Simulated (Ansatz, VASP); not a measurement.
**One calculation of Ag, two programs**

The input INCAR:

```
SYSTEM = Ag
PREC = Accurate
ENCUT = 520
EDIFF = 1E-7
ISMEAR = -1
SIGMA = 0.025
LREAL = .False.
LASPH = .True.
NELM = 150
ALGO = Normal
ISIF = 2
LWAVE = .False.
LCHARG = .True.
ISPIN = 2
MAGMOM = -0.36
LORBIT = 11
LMAXMIX = 4
LELF = .True.
LVHAR = .True.
NBANDS = 16
```

File KPOINTS:

```
Automatic mesh
0
Gamma
  11 11 11
  0 0 0
```

File POSCAR:

```
Ag
1.0
    0.0000000000      2.0427500000      2.0427500000
    2.0427500000      0.0000000000      2.0427500000
    2.0427500000      2.0427500000      0.0000000000
Ag
1
Direct
    0.0000000000      0.0000000000      0.0000000000
```

input.yaml

```yaml
crystal:
  lattice:
    - [0.0, 2.04275, 2.04275]
    - [2.04275, 0.0, 2.04275]
    - [2.04275, 2.04275, 0.0]
  atoms:
    - { symbol: Ag, position: [0.0, 0.0, 0.0], spin: -0.36 }
kpoints:
  mp_grid: { grid: [11, 11, 11] }
scf:
  occupations: { method: fermi_dirac, width: 0.025 }
hamiltonian:
  xc: lda
  pseudopotentials: { kind: all_electron, lapw: { basis_error: 0.001 } }
magnetization:
  spin_polarized: true
output:
  forces: true
  stress: true
  eigenvalues: true
```

Alike in both runs: task single point; functional LDA; k mesh 11 × 11 × 11; occupations fermi-dirac, width 0.025 eV; collinear spin.

|  | VASP | Ansatz |
| --- | --- | --- |
| version | VASP 6.6.1 | Ansatz 0.2.0 |
| potentials or method | VASP PAW LDA potentials, release 64 (Ag), cutoff 520 eV | all-electron LAPW, scalar-relativistic |

```tsv
	VASP	Ansatz	Ansatz less VASP
gap on the k mesh at the Fermi level (eV)	none	none	-
pressure (GPa)	-7.5	-7.7	-0.14
net moment per atom (μB)	0.00	0.00	0.000
```

LDA's correlation is that of Perdew and Zunger in VASP and of Perdew and Wang (1992) in Ansatz. A gap of «none» marks a metal or a gap that the smearing closes. Ansatz ran all-electron here, and VASP with PAW potentials.
